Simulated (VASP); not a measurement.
# LiTbH4 (P1) in VASP: relaxation of cell and atoms with PBE

Aim: the relaxation of cell and atoms of LiTbH4 with PBE.

Program: VASP 6.6.1. These are calculated values, not measurements. Logs are shortened: lines on timing, memory, paths and dates and some standing lists are left out, and cuts for length are marked.

## (1) The cell of the first run

The typed cell holds 12 atoms: a = 3.435 Å, b = 3.441 Å, c = 10.211 Å, α = 90.72°, β = 90.11°, γ = 90.01°.

## (2) Relaxation of cell and atoms, PBE

INCAR reads:

```
SYSTEM = LiTbH4
  PREC = Accurate
  ENCUT = 750
  EDIFF = 1E-7
  ISMEAR = 0
  SIGMA = 0.1
  LREAL = .False.
  LASPH = .True.
  NELM = 200
  ALGO = Normal
  ISIF = 3
  LWAVE = .False.
  LCHARG = .False.
  GGA = PE
  IBRION = 2
  NSW = 90
  EDIFFG = -0.04
  GGA_COMPAT = .False.
  NELMIN = 4
  LMAXMIX = 6
```

KPOINTS reads:

```
Automatic mesh
0
Gamma
  6 6 2
  0 0 0
```

POSCAR reads:

```
LiTbH4
1.0
    3.4351702406      0.0000000000      0.0000000000
   -0.0004905129      3.4414435128      0.0000000000
   -0.0194945163     -0.1280370050     10.2104677537
Li Tb H
2 2 8
Direct
    0.4833149203      0.0544259371      0.9681817928
    0.5047328513      0.0359934037      0.4680971038
    0.9981038450      0.5887020890      0.1982863284
    0.0029049789      0.5839449604      0.6990673850
    0.9964892190      0.6263824369      0.4078332464
    0.0143098523      0.6101524541      0.9086997344
    0.9955221541      0.0846181964      0.0819107579
    0.0028793888      0.0809225029      0.5827712925
    0.4985126774      0.0917075813      0.2602767714
    0.5033059264      0.0869449798      0.7609242939
    0.4982127377      0.5814991752      0.0816797079
    0.5017114489      0.5747062831      0.5822715858
```

Potentials or basis: VASP PAW PBE potentials, release 64 (Li_sv, Tb_3, H), 4f in core.

On the command line:

```
$ cat potpaw_PBE.64/Li_sv/POTCAR potpaw_PBE.64/Tb_3/POTCAR potpaw_PBE.64/H/POTCAR > POTCAR
$ mpirun -np 1 vasp_std > vasp.out
```

OUTCAR:

```text
SYSTEM = LiTbH4
   PREC = Accurate
   ENCUT = 750
   EDIFF = 1E-7
   ISMEAR = 0
   LREAL = .False.
   LASPH = .True.
   NELM = 200
   ISIF = 3
   GGA = PE
   IBRION = 2
   NSW = 90
   EDIFFG = -0.04
   NELMIN = 4

 ion  position               nearest neighbor table
   1  0.483  0.054  0.968-
   2  0.505  0.036  0.468-
   3  0.998  0.589  0.198-  11 2.09   7 2.09   7 2.09  11 2.09   5 2.14
   4  0.003  0.584  0.699-   8 2.09  12 2.09  12 2.09   8 2.09   6 2.14
   5  0.996  0.626  0.408-   3 2.14
   6  0.014  0.610  0.909-   4 2.14
   7  0.996  0.085  0.082-   3 2.09   3 2.09
   8  0.003  0.081  0.583-   4 2.09   4 2.09
   9  0.499  0.092  0.260-
  10  0.503  0.087  0.761-
  11  0.498  0.581  0.082-   3 2.09   3 2.09
  12  0.502  0.575  0.582-   4 2.09   4 2.09

  LATTYP: Found a triclinic cell.
 ALAT       =    10.7346501497
 B/A-ratio  =     0.3205920547
 C/A-ratio  =     0.3200076568
 COS(alpha) =     0.0001425311
 COS(beta)  =     0.0018617308
 COS(gamma) =     0.3086648634

  Lattice vectors:

 A1 = (  -0.0199850292,   3.3134065078,  10.2104677537)
 A2 = (  -0.0004905129,   3.4414435128,   0.0000000000)
 A3 = (  -3.4351702406,   0.0000000000,   0.0000000000)

Analysis of symmetry for initial positions (statically):
=====================================================================
 Subroutine PRICEL returns:
 Original cell was already a primitive cell.

 Routine SETGRP: Setting up the symmetry group for a
 triclinic supercell.

 Subroutine GETGRP returns: Found  1 space group operations
 (whereof  1 operations were pure point group operations)
 out of a pool of  2 trial point group operations.

The static configuration has the point symmetry C_1 .

Analysis of symmetry for dynamics (positions and initial velocities):
=====================================================================
 Subroutine PRICEL returns:
 Original cell was already a primitive cell.

 Routine SETGRP: Setting up the symmetry group for a
 triclinic supercell.

 Subroutine GETGRP returns: Found  1 space group operations
 (whereof  1 operations were pure point group operations)
 out of a pool of  2 trial point group operations.

The dynamic configuration has the point symmetry C_1 .

 Subroutine INISYM returns: Found  1 space group operations
 (whereof  1 operations are pure point group operations),
 and found     1 'primitive' translations

----------------------------------------------------------------------------------------

                                     Primitive cell

  volume of cell :     120.7076

  direct lattice vectors                    reciprocal lattice vectors
     3.435170241  0.000000000  0.000000000     0.291106388  0.000041492  0.000556320
    -0.000490513  3.441443513  0.000000000     0.000000000  0.290575741  0.003643755
    -0.019494516 -0.128037005 10.210467754     0.000000000  0.000000000  0.097938706

  length of vectors
     3.435170241  3.441443548 10.211289109     0.291106922  0.290598586  0.097938706

  position of ions in fractional coordinates (direct lattice)
     0.483314920  0.054425937  0.968181793
     0.504732851  0.035993404  0.468097104
     0.998103845  0.588702089  0.198286328
     0.002904979  0.583944960  0.699067385
     0.996489219  0.626382437  0.407833246
     0.014309852  0.610152454  0.908699734
     0.995522154  0.084618196  0.081910758
     0.002879389  0.080922503  0.582771292
     0.498512677  0.091707581  0.260276771
     0.503305926  0.086944980  0.760924294
     0.498212738  0.581499175  0.081679708
     0.501711449  0.574706283  0.582271586

  ion indices of the primitive-cell ions
   primitive index   ion index
                 1           1
                 2           2
                 3           3
                 4           4
                 5           5
                 6           6
                 7           7
                 8           8
                 9           9
                10          10
                11          11
                12          12

----------------------------------------------------------------------------------------

 KPOINTS: Automatic mesh

Automatic generation of k-mesh.
 Grid dimensions read from file:
 generate k-points for:    6    6    2

 Generating k-lattice:

  Cartesian coordinates                     Fractional coordinates (reciprocal lattice)
     0.048517731  0.000006915  0.000092720     0.166666667  0.000000000 -0.000000000
     0.000000000  0.048429290  0.000607293     0.000000000  0.166666667 -0.000000000
     0.000000000  0.000000000  0.048969353     0.000000000  0.000000000  0.500000000

  Length of vectors
     0.048517820  0.048433098  0.048969353

  Shift w.r.t. Gamma in fractional coordinates (k-lattice)
     0.000000000  0.000000000  0.000000000

 Subroutine IBZKPT returns following result:
 ===========================================

 Found     40 irreducible k-points:

 Following reciprocal coordinates:
            Coordinates               Weight
  0.000000  0.000000  0.000000      1.000000
  0.166667  0.000000  0.000000      2.000000
  0.333333  0.000000  0.000000      2.000000
  0.500000  0.000000  0.000000      1.000000
  0.000000  0.166667 -0.000000      2.000000
  0.166667  0.166667  0.000000      2.000000
[... 16 lines left out ...]
  0.333333  0.000000  0.500000      2.000000
  0.500000  0.000000  0.500000      1.000000
 [... further k-points ...]
   k-points           NKPTS =     40   k-points in BZ     NKDIM =     40   number of bands    NBANDS=     23
   number of dos      NEDOS =    301   number of ions     NIONS =     12
   total plane-waves  NPLWV =  98304
   dimension x,y,z NGX =    32 NGY =   32 NGZ =   96
   dimension x,y,z NGXF=    64 NGYF=   64 NGZF=  192
   ions per type =               2   2   8
   NGX,Y,Z   is equivalent  to a cutoff of  15.49, 15.46, 15.63 a.u.
   NGXF,Y,Z  is equivalent  to a cutoff of  30.97, 30.92, 31.26 a.u.
 SYSTEM =  LiTbH4
   PREC   = accura    normal or accurate (medium, high low for compatibility)
   ISTART =      0    job   : 0-new  1-cont  2-samecut
   ICHARG =      2    charge: 1-file 2-atom 10-const
   ISPIN  =      1    spin polarized calculation?
   LNONCOLLINEAR =      F non collinear calculations
   LSORBIT =      F    spin-orbit coupling
   LASPH  =      T    aspherical Exc in radial PAW
   ENCUT  =  750.0 eV  55.12 Ry    7.42 a.u.   7.67  7.68 22.80*2*pi/ulx,y,z
   NELM   =    200;   NELMIN=  4; NELMDL= -5     # of ELM steps
   EDIFF  = 0.1E-06   stopping-criterion for ELM
   LREAL  =      F    real-space projection
   EDIFFG = -.4E-01   stopping-criterion for IOM
   NSW    =     90    number of steps for IOM
   IBRION =      2    ionic relax: 0-MD 1-quasi-New 2-CG
   NFREE  =      1    steps in history (QN), initial steepest desc. (CG)
   ISIF   =      3    stress and relaxation
   ISYM   =      2    0-nonsym 1-usesym 2-fastsym
   POTIM  = 0.5000    time-step for ionic-motion
   TEBEG  =    0.0;   TEEND  =   0.0 temperature during run
   PSTRESS=    0.0 pullay stress
   NELECT =      32.0000    total number of electrons
   NUPDOWN=      -1.0000    fix difference up-down
   EMIN   =  10.00;   EMAX   =-10.00  energy-range for DOS
   EFERMI =   0.00;   METHOD = LEGACY
   ISMEAR =     0;   SIGMA  =   0.10  broadening in eV -4-tet -1-fermi 0-gaus
   EFERMI_NEDOS =   21; number of points for ismear=-14 and -15
   IALGO  =     38    algorithm
   IMIX   =      4    mixing-type and parameters
     AMIX     =   0.40;   BMIX     =  1.00
     AMIX_MAG =   1.60;   BMIX_MAG =  1.00
  volume/ion in A,a.u.               =      10.06        67.88
  Fermi-wavevector in a.u.,A,eV,Ry     =   1.051671  1.987370 15.048211  1.106012
  Thomas-Fermi vector in A             =   2.186724
   LORBIT       =      0    0 simple, 1 ext, 2 COOP (PROOUT), +10 PAW based schemes
   GGA     = PE    functional components
   LHFCALC =     F    Hartree Fock is set to
   AEXX    =    0.0000 exact exchange contribution
   IVDW    =     0    specifies the selected vdW correction
   LEPSILON=     F    determine dielectric tensor
   LRPA    =     F    only Hartree local field effects (RPA)
 conjugate gradient relaxation of ions
 non-spin polarized calculation
 Gauss-broadening in eV      SIGMA  =   0.10
  energy-cutoff  :      750.00
  volume of cell :      120.71
 maximum number of plane-waves:      5658
   NGX = 15   NGY = 15   NGZ = 45

 number of electron      32.0000001 magnetization

 Free energy of the ion-electron system (eV)
  ---------------------------------------------------
  ext. energy  EPLUGINS =         0.00000000
  ---------------------------------------------------
  free energy    TOTEN  =       -44.80380175 eV

  energy without entropy =      -44.80380175  energy(sigma->0) =      -44.80380175

 E-fermi :   1.2615     XC(G=0):  -9.1963

 val. band max:        0.6896977136   @ k =   0.0000   0.0000   0.0000
 cond. band min:       3.1838547569   @ k =   0.0000   0.3333  -0.0000
 fundamental gap:      2.4941570433
 Fermi energy:         1.2615228002

 k-point     1 :       0.0000    0.0000    0.0000
  band No.  band energies     occupation
      1     -44.1385      2.00000
      2     -44.1275      2.00000
      3     -20.4151      2.00000
      4     -20.3971      2.00000
      5     -20.1806      2.00000
      6     -20.1793      2.00000
[... 15 lines left out ...]
     22       5.9817      0.00000
     23       6.5483      0.00000

 k-point     2 :       0.1667    0.0000    0.0000
  band No.  band energies     occupation
      1     -44.1381      2.00000
      2     -44.1270      2.00000
      3     -20.3971      2.00000
      4     -20.3813      2.00000
      5     -20.3417      2.00000
      6     -20.3335      2.00000
[... 564 lines left out ...]
 k-point    24 :       0.5000    0.0000    0.5000
  band No.  band energies     occupation
      1     -44.1368      2.00000
      2     -44.1258      2.00000
      3     -20.8165      2.00000
      4     -20.8085      2.00000
      5     -20.3154      2.00000
      6     -20.3091      2.00000
[... 15 lines left out ...]
     22       5.8908      0.00000
     23       6.1635      0.00000

 [... further k-points ...]

------------------------ aborting loop because EDIFF is reached ----------------------------------------

  FORCE on cell =-STRESS in cart. coord.  units (eV):
  Direction    XX          YY          ZZ          XY          YZ          ZX
  --------------------------------------------------------------------------------------
  -------------------------------------------------------------------------------------
  Total        0.0889066      0.0828198      0.2017115      0.0048408     -0.0025010      0.0013699
  in kB        1.1800766      1.0992854      2.6773599      0.0642526     -0.0331961      0.0181834
  external PRESSURE =       1.6522406 kB  Pullay stress =       0.0000000 kB

 VOLUME and BASIS-vectors are now :
 -----------------------------------------------------------------------------
  energy-cutoff  :      750.00
  volume of cell :      120.71
      direct lattice vectors                 reciprocal lattice vectors
     3.435170241  0.000000000  0.000000000     0.291106388  0.000041492  0.000556320
    -0.000490513  3.441443513  0.000000000     0.000000000  0.290575741  0.003643755
    -0.019494516 -0.128037005 10.210467754     0.000000000  0.000000000  0.097938706

 POSITION                                       TOTAL-FORCE (eV/Angst)
 -----------------------------------------------------------------------------------
      1.64137      0.06334      9.88559        -0.001734     -0.002604     -0.006287
      1.72470      0.06394      4.77949        -0.000040     -0.002248     -0.016750
      3.42450      2.00060      2.02460        -0.000602      0.002948      0.023668
     -0.00394      1.92011      7.13780         0.000461      0.003382      0.022126
      3.41485      2.10344      4.16417        -0.000977      0.002484      0.034069
      0.03114      1.98346      9.27825         0.002800      0.001861      0.031065
      3.41815      0.28072      0.83635        -0.000067     -0.000547     -0.020234
     -0.00151      0.20387      5.95037        -0.000036     -0.000505     -0.019391
      1.70736      0.28228      2.65755        -0.000078     -0.000303     -0.006155
      1.71407      0.20179      7.76939         0.000306     -0.000547     -0.005211
      1.70957      1.99074      0.83399        -0.000270     -0.001071     -0.018872
      1.71183      1.90327      5.94527         0.000236     -0.002849     -0.018029
 -----------------------------------------------------------------------------------
    total drift:                               -0.000125     -0.000378      0.000145

  FREE ENERGIE OF THE ION-ELECTRON SYSTEM (eV)
  ---------------------------------------------------
  free  energy   TOTEN  =       -44.8038017488 eV

  energy  without entropy=      -44.8038017488  energy(sigma->0) =      -44.80380175

 reached required accuracy - stopping structural energy minimisation
```

Run time: 3.7 min. Hardware: 1 thread of Intel Xeon Platinum 8375C at 2.90GHz (Ice Lake), shared host; peak memory 0.42 GiB.

What came out:

```
Free energy                  : -44.8038 eV
Pressure after relaxing      : 0.2 GPa
Largest force after relaxing : 0.034 eV/Å
Band gap on the k mesh       : 2.49 eV
```

Forces on the atoms (eV/Å):
```
Li  -0.002 -0.003 -0.006
Li   0.000 -0.002 -0.017
Tb  -0.001  0.003  0.024
Tb   0.000  0.003  0.022
H   -0.001  0.002  0.034
H    0.003  0.002  0.031
H    0.000 -0.001 -0.020
H    0.000 -0.001 -0.019
H    0.000  0.000 -0.006
H    0.000 -0.001 -0.005
H    0.000 -0.001 -0.019
H    0.000 -0.003 -0.018
```

Stress tensor (GPa, compression positive):
```
0.12 0.01 0.00
0.01 0.11 0.00
0.00 0.00 0.27
```

Final structure:
```
Li Tb H
1.0
     3.43517    0.00000    0.00000
    -0.00049    3.44144    0.00000
    -0.01949   -0.12804   10.21047
Li Tb H
2 2 8
Direct
  0.48331 0.05443 0.96818
  0.50473 0.03599 0.46810
  0.99810 0.58870 0.19829
  0.00291 0.58394 0.69907
  0.99649 0.62638 0.40783
  0.01431 0.61015 0.90870
  0.99552 0.08462 0.08191
  0.00288 0.08092 0.58277
  0.49851 0.09171 0.26028
  0.50331 0.08694 0.76092
  0.49821 0.58150 0.08168
  0.50171 0.57471 0.58227
```

Caveat: the relaxation stopped at its first step, so nothing moved; spin-orbit coupling is left out, which moves the levels of the heavy elements; the 4f electrons are frozen in the core, so they carry no moment and show no levels. Spin polarisation is off, so any magnetic state and its effect on volume and gap are missing.
